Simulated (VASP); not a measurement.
Runs of VASP 6.6.1 on Nb. The structure is that of space group Im-3m (No. 229), or close to it. The cells are those of the table. 

```csv
task,cell,cutoff (eV),gap on the mesh (eV),pressure (GPa)
electric field gradients,"a = 2.882 Å, angles 109.1, 109.1, 110.3°, 1 atom",400,none,(a)
single point,"a = 2.901 Å, angles 110.0°, 1 atom",520,none,-2.6
electric field gradients,"a = 2.901 Å, angles 110.0°, 1 atom",520,none,-2.6
single point,"a = 2.882 Å, angles 109.1, 109.1, 110.3°, 1 atom",500,none,-2.7
```

Alike in all rows: level PBE; potentials or basis VASP PAW PBE potentials, release 64 (Nb_sv); no spin polarisation; k mesh 14 × 14 × 14; smearing fermi-dirac 0.05 eV.

Q: Fill in the values left out.

A: (a) -3.2.

A k mesh can miss the band edges, and the runs leave out spin-orbit coupling on Nb.

A gap of «none» marks levels without a gap at the run's occupations.
